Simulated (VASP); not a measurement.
# KBr (Imm2) in VASP: a series of runs, part 2 of 3

VASP 6.6.1.

## Step 3: Single point, PBE

The input, INCAR:

```
SYSTEM = KBr
PREC = Accurate
ENCUT = 520
EDIFF = 1E-7
ISMEAR = 0
SIGMA = 0.05
LREAL = .FALSE.
LASPH = .TRUE.
NELM = 60
ALGO = Normal
ISIF = 2
LWAVE = .FALSE.
LCHARG = .FALSE.
GGA = PE
NBANDS = 15
```

The input, KPOINTS:

```
regular mesh
0
G
  6 6 6
  0 0 0
```

The input, POSCAR:

```
KBr
1.0
    0.0000000000      3.2925000000      3.2925000000
    3.2925000000      0.0000000000      3.2925000000
    3.2925000000      3.2925000000      0.0000000000
K Br
1 1
Direct
    0.0000000000      0.0000000000      0.0000000000
    0.4194639201      0.5000000000      0.5000000000
```

Potentials or basis: VASP PAW PBE potentials, release 64 (K_sv, Br).

The run is started by

```bash
cat potpaw_PBE.64/K_sv/POTCAR potpaw_PBE.64/Br/POTCAR > POTCAR
mpirun -np 1 vasp_std > vasp.out
```

OUTCAR:

```text
SYSTEM = KBr
   PREC = Accurate
   ENCUT = 520
   EDIFF = 1E-7
   ISMEAR = 0
   LREAL = .FALSE.
   LASPH = .TRUE.
   NELM = 60
   ISIF = 2
   GGA = PE

 ion  position               nearest neighbor table
   1  0.000  0.000  0.000-   2 3.04   2 3.04
   2  0.419  0.500  0.500-   1 3.04   1 3.04

  LATTYP: Found a face centered cubic cell.
 ALAT       =     6.5850000000

  Lattice vectors:

 A1 = (   0.0000000000,   3.2925000000,   3.2925000000)
 A2 = (   3.2925000000,   0.0000000000,   3.2925000000)
 A3 = (   3.2925000000,   3.2925000000,   0.0000000000)

Analysis of symmetry for initial positions (statically):
=====================================================================
 Subroutine PRICEL returns:
 Original cell was already a primitive cell.

 Routine SETGRP: Setting up the symmetry group for a
 face centered cubic supercell.

 Subroutine GETGRP returns: Found  4 space group operations
 (whereof  4 operations were pure point group operations)
 out of a pool of 48 trial point group operations.

The static configuration has the point symmetry C_2v.

Analysis of symmetry for dynamics (positions and initial velocities):
=====================================================================
 Subroutine PRICEL returns:
 Original cell was already a primitive cell.

 Routine SETGRP: Setting up the symmetry group for a
 face centered cubic supercell.

 Subroutine GETGRP returns: Found  4 space group operations
 (whereof  4 operations were pure point group operations)
 out of a pool of 48 trial point group operations.

The dynamic configuration has the point symmetry C_2v.

 Subroutine INISYM returns: Found  4 space group operations
 (whereof  4 operations are pure point group operations),
 and found     1 'primitive' translations

----------------------------------------------------------------------------------------

                                     Primitive cell

  volume of cell :      71.3851

  direct lattice vectors                    reciprocal lattice vectors
     0.000000000  3.292500000  3.292500000    -0.151860289  0.151860289  0.151860289
     3.292500000  0.000000000  3.292500000     0.151860289 -0.151860289  0.151860289
     3.292500000  3.292500000  0.000000000     0.151860289  0.151860289 -0.151860289

  length of vectors
     4.656298154  4.656298154  4.656298154     0.263029735  0.263029735  0.263029735

  position of ions in fractional coordinates (direct lattice)
     0.000000000  0.000000000  0.000000000
     0.419463920  0.500000000  0.500000000

  ion indices of the primitive-cell ions
   primitive index   ion index
                 1           1
                 2           2

----------------------------------------------------------------------------------------

 KPOINTS: regular mesh

Automatic generation of k-mesh.
 Grid dimensions read from file:
 generate k-points for:    6    6    6

 Generating k-lattice:

  Cartesian coordinates                     Fractional coordinates (reciprocal lattice)
    -0.025310048  0.025310048  0.025310048     0.166666667  0.000000000  0.000000000
     0.025310048 -0.025310048  0.025310048     0.000000000  0.166666667  0.000000000
     0.025310048  0.025310048 -0.025310048     0.000000000  0.000000000  0.166666667

  Length of vectors
     0.043838289  0.043838289  0.043838289

  Shift w.r.t. Gamma in fractional coordinates (k-lattice)
[... 37 lines left out ...]
   dimension x,y,z NGX =    36 NGY =   36 NGZ =   36
   dimension x,y,z NGXF=    72 NGYF=   72 NGZF=   72
   ions per type =               1   1
   NGX,Y,Z   is equivalent  to a cutoff of  12.85, 12.85, 12.85 a.u.
   NGXF,Y,Z  is equivalent  to a cutoff of  25.71, 25.71, 25.71 a.u.
 SYSTEM =  KBr
   PREC   = accura    normal or accurate (medium, high low for compatibility)
   ISTART =      0    job   : 0-new  1-cont  2-samecut
   ICHARG =      2    charge: 1-file 2-atom 10-const
   ISPIN  =      1    spin polarized calculation?
   LNONCOLLINEAR =      F non collinear calculations
   LSORBIT =      F    spin-orbit coupling
   LASPH  =      T    aspherical Exc in radial PAW
   ENCUT  =  520.0 eV  38.22 Ry    6.18 a.u.   8.66  8.66  8.66*2*pi/ulx,y,z
   NELM   =     60;   NELMIN=  2; NELMDL= -5     # of ELM steps
   EDIFF  = 0.1E-06   stopping-criterion for ELM
   LREAL  =      F    real-space projection
   EDIFFG = 0.1E-05   stopping-criterion for IOM
   NSW    =      0    number of steps for IOM
   IBRION =     -1    ionic relax: 0-MD 1-quasi-New 2-CG
   NFREE  =      0    steps in history (QN), initial steepest desc. (CG)
   ISIF   =      2    stress and relaxation
   ISYM   =      2    0-nonsym 1-usesym 2-fastsym
   POTIM  = 0.5000    time-step for ionic-motion
   TEBEG  =    0.0;   TEEND  =   0.0 temperature during run
   PSTRESS=    0.0 pullay stress
   NELECT =      16.0000    total number of electrons
   NUPDOWN=      -1.0000    fix difference up-down
   EMIN   =  10.00;   EMAX   =-10.00  energy-range for DOS
   EFERMI =   0.00;   METHOD = LEGACY
   ISMEAR =     0;   SIGMA  =   0.05  broadening in eV -4-tet -1-fermi 0-gaus
   EFERMI_NEDOS =   21; number of points for ismear=-14 and -15
   IALGO  =     38    algorithm
   IMIX   =      4    mixing-type and parameters
     AMIX     =   0.40;   BMIX     =  1.00
     AMIX_MAG =   1.60;   BMIX_MAG =  1.00
  volume/ion in A,a.u.               =      35.69       240.87
  Fermi-wavevector in a.u.,A,eV,Ry     =   0.994441  1.879221 13.454978  0.988913
  Thomas-Fermi vector in A             =   2.126392
   LORBIT       =      0    0 simple, 1 ext, 2 COOP (PROOUT), +10 PAW based schemes
   GGA     = PE    functional components
   LHFCALC =     F    Hartree Fock is set to
   AEXX    =    0.0000 exact exchange contribution
   IVDW    =     0    specifies the selected vdW correction
   LEPSILON=     F    determine dielectric tensor
   LRPA    =     F    only Hartree local field effects (RPA)
 non-spin polarized calculation
 Gauss-broadening in eV      SIGMA  =   0.05
  energy-cutoff  :      520.00
  volume of cell :       71.39
 maximum number of plane-waves:      1948
 NGX is ok and might be reduce to    36
   NGX = 17   NGY = 17   NGZ = 17

 number of electron      15.9999999 magnetization

 Free energy of the ion-electron system (eV)
  ---------------------------------------------------
  ext. energy  EPLUGINS =         0.00000000
  ---------------------------------------------------
  free energy    TOTEN  =        -6.11785042 eV

  energy without entropy =       -6.11785042  energy(sigma->0) =       -6.11785042

 E-fermi :  -1.5391     XC(G=0):  -7.3791

 val. band max:       -1.7536678491   @ k =   0.0000   0.0000   0.0000
 cond. band min:       2.7331958703   @ k =   0.0000   0.0000   0.0000
 fundamental gap:      4.4868637194
 Fermi energy:        -1.5391392197

 k-point     1 :       0.0000    0.0000    0.0000
  band No.  band energies     occupation
      1     -29.4440      2.00000
      2     -14.0660      2.00000
      3     -12.9371      2.00000
      4     -12.9233      2.00000
      5     -12.8945      2.00000
      6      -1.7676      2.00000
      7      -1.7594      2.00000
      8      -1.7537      2.00000
      9       2.7332      0.00000
     10       5.8664      0.00000
     11       6.0253      0.00000
     12       6.1272      0.00000
     13       6.8307      0.00000
     14       6.9507      0.00000
[... 401 lines left out ...]
      2     -14.1471      2.00000
      3     -12.9434      2.00000
      4     -12.9375      2.00000
      5     -12.7703      2.00000
      6      -2.4341      2.00000
      7      -1.9636      2.00000
      8      -1.9462      2.00000
      9       4.1823      0.00000
     10       5.6948      0.00000
     11       6.4841      0.00000
     12       7.0986      0.00000
     13       7.5576      0.00000
     14       8.0361      0.00000
     15      10.0277      0.00000

 [... further k-points ...]

------------------------ aborting loop because EDIFF is reached ----------------------------------------

  FORCE on cell =-STRESS in cart. coord.  units (eV):
  Direction    XX          YY          ZZ          XY          YZ          ZX
  --------------------------------------------------------------------------------------
  -------------------------------------------------------------------------------------
  Total        0.2958398      0.9774297      0.9774297      0.0000000     -0.1947973      0.0000000
  in kB        6.6398734     21.9375828     21.9375828      0.0000000     -4.3720614      0.0000000
  external PRESSURE =      16.8383463 kB  Pullay stress =       0.0000000 kB

 VOLUME and BASIS-vectors are now :
 -----------------------------------------------------------------------------
  energy-cutoff  :      520.00
  volume of cell :       71.39
      direct lattice vectors                 reciprocal lattice vectors
     0.000000000  3.292500000  3.292500000    -0.151860289  0.151860289  0.151860289
     3.292500000  0.000000000  3.292500000     0.151860289 -0.151860289  0.151860289
     3.292500000  3.292500000  0.000000000     0.151860289  0.151860289 -0.151860289

 POSITION                                       TOTAL-FORCE (eV/Angst)
 -----------------------------------------------------------------------------------
      0.00000      0.00000      0.00000         0.000000     -0.373620     -0.373620
      3.29250      3.02733      3.02733        -0.000000      0.373620      0.373620
 -----------------------------------------------------------------------------------
    total drift:                               -0.000000      0.000096      0.000096

  FREE ENERGIE OF THE ION-ELECTRON SYSTEM (eV)
  ---------------------------------------------------
  free  energy   TOTEN  =        -6.1178504245 eV

  energy  without entropy=       -6.1178504245  energy(sigma->0) =       -6.11785042
```

OSZICAR:

```text
N       E                     dE             d eps       ncg     rms          rms(c)
DAV:   1     0.100048487903E+03    0.10005E+03   -0.68154E+03  1380   0.934E+02
DAV:   2    -0.835659737686E-02   -0.10006E+03   -0.93102E+02  1746   0.233E+02
DAV:   3    -0.603952227391E+01   -0.60312E+01   -0.59982E+01  1912   0.498E+01
DAV:   4    -0.629951669671E+01   -0.25999E+00   -0.25992E+00  2077   0.886E+00
DAV:   5    -0.630143422143E+01   -0.19175E-02   -0.19175E-02  1926   0.888E-01    0.350E+00
DAV:   6    -0.611958135121E+01    0.18185E+00   -0.23331E-01  1786   0.239E+00    0.252E+00
DAV:   7    -0.610761959963E+01    0.11962E-01   -0.11980E-01  1912   0.189E+00    0.111E+00
DAV:   8    -0.611681583205E+01   -0.91962E-02   -0.13317E-02  1497   0.856E-01    0.144E-01
DAV:   9    -0.611738204077E+01   -0.56621E-03   -0.59922E-04  1968   0.153E-01    0.867E-02
DAV:  10    -0.611782396216E+01   -0.44192E-03   -0.46441E-04  1464   0.123E-01    0.162E-02
DAV:  11    -0.611784822510E+01   -0.24263E-04   -0.33738E-05  1850   0.393E-02    0.655E-03
DAV:  12    -0.611785003135E+01   -0.18062E-05   -0.23724E-06  1583   0.111E-02    0.377E-03
DAV:  13    -0.611785041046E+01   -0.37912E-06   -0.84926E-07  1751   0.550E-03    0.680E-04
DAV:  14    -0.611785042450E+01   -0.14036E-07   -0.11307E-07  1616   0.222E-03
   1 F= -.61178504E+01 E0= -.61178504E+01  d E =-.192388E-11
```

Run time: 86 s. Hardware: 1 thread of Intel Xeon 8259CL, shared host; peak memory 0.23 GiB.

Results:

```
Free energy            : -6.1179 eV
Pressure               : 1.7 GPa
Largest force          : 0.528 eV/Å
Band gap on the k mesh : 4.49 eV, direct
```

Forces on the atoms (eV/Å):
```
K    0.000 -0.374 -0.374
Br   0.000  0.374  0.374
```

Caveat: the cell differs from its parent crystal (all Br atoms moved +0.375 Å, as atom 2 towards its neighbour atom 2 (Br) at 4.656 Å).

## Step 4: Single point, PBE

The input, INCAR:

```
PREC = Accurate
ENCUT = 520
EDIFF = 1E-6
ISMEAR = 0
SIGMA = 0.05
LREAL = False
LASPH = True
NELM = 60
ALGO = Normal
ISIF = 2
LWAVE = False
LCHARG = False
GGA = PE
NBANDS = 15
```

The input, KPOINTS:

```
regular mesh
0
Gamma
  6 6 6
```

Changes to POSCAR since step 3:

```diff
@@ -9,2 +9,2 @@
     0.0000000000      0.0000000000      0.0000000000
-    0.4194639201      0.5000000000      0.5000000000
+    0.5536907199      0.5000000000      0.5000000000
```

The run is started by

```bash
cat potpaw_PBE.64/K_sv/POTCAR potpaw_PBE.64/Br/POTCAR > POTCAR
mpirun -np 1 vasp_std > vasp.out
```

Wall time 92 s (1 thread of Intel Xeon 8259CL, shared host); peak memory 0.23 GiB.

The run converged. Its results:

```
Free energy            : -6.1716 eV
Pressure               : 1.2 GPa
Largest force          : 0.335 eV/Å
Band gap on the k mesh : 4.47 eV, direct
```

Forces on the atoms (eV/Å):
```
K    0.000  0.237  0.237
Br   0.000 -0.237 -0.237
```

Stress tensor (GPa, compression positive):
```
 0.78  0.00  0.00
 0.00  1.46 -0.18
 0.00 -0.18  1.46
```

Levels at points of the mesh, in eV from the valence-band top:
| k point | band 5 | band 6 | band 7 | band 8 | band 9 | band 10 | band 11 | band 12 |
| --- | --- | --- | --- | --- | --- | --- | --- | --- |
| (0.00, 0.00, 0.00) | -11.20 | -0.01 | 0.00 | 0.00 | 4.47 | 7.61 | 7.68 | 7.73 |
| (0.50, 0.00, 0.00) | -10.96 | -1.17 | -0.33 | -0.32 | 6.62 | 8.29 | 9.57 | 9.80 |
| (0.00, 0.50, 0.00) | -10.94 | -1.17 | -0.32 | -0.30 | 6.58 | 8.18 | 9.56 | 9.59 |
| (0.50, 0.50, 0.00) | -11.22 | -0.80 | -0.29 | -0.27 | 5.92 | 7.22 | 9.06 | 9.43 |
| (0.00, 0.50, 0.50) | -11.21 | -0.81 | -0.29 | -0.28 | 5.95 | 7.20 | 9.42 | 9.57 |

Caveat: the cell differs from its parent crystal (all Br atoms moved -0.250 Å, as atom 2 towards its neighbour atom 2 (Br) at 4.656 Å).

(Part 2 of 3 ends here.)
